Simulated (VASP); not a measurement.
# PbSe: single point with PBEsol

The system is PbSe.

```
Pb Se
1.0
     0.00000    3.06215    3.03153
     3.06215    0.00000    3.03153
     3.06215    3.06215    0.00000
Pb Se
1 1
Direct
  0.00000 0.00000 0.00000
  0.50000 0.50000 0.50000
```

This cell differs from its parent crystal: zz strain of -1 %.

```json
{
  "Program": "VASP 6.6.1",
  "Task": "single point",
  "Functional": "PBEsol",
  "Potentials or basis": "VASP PAW PBE potentials, release 64 (Pb_d, Se)",
  "Cutoff": "520 eV",
  "k mesh": "7 × 7 × 7",
  "Occupations": "fermi-dirac, width 0.02 eV",
  "Spin": "no spin polarisation"
}
```

- Pressure: -0.1 GPa
- Band gap on the k mesh: 0.81 eV, direct

Stress tensor (GPa, compression positive):
```
-0.53  0.00  0.00
 0.00 -0.53  0.00
 0.00  0.00  0.76
```

Levels at points of the mesh, in eV from the valence-band top:
```csv
k point,band 6,band 7,band 8,band 9,band 10,band 11,band 12,band 13,band 14,band 15
"(0.00, 0.00, 0.00)",-13.41,-6.04,-1.70,-1.60,-1.60,4.90,4.90,5.13,6.69,6.69
```

It took 69 s on 1 thread of AMD EPYC 7R13, on a shared host, peak memory 0.17 GiB.

Caveat: the cell differs from its parent crystal (zz strain of -1 %); the PAW data sets were made with another functional, which shifts forces and pressure a little; spin-orbit coupling is left out, which moves the levels of the heavy elements. A k mesh can miss the band edges.
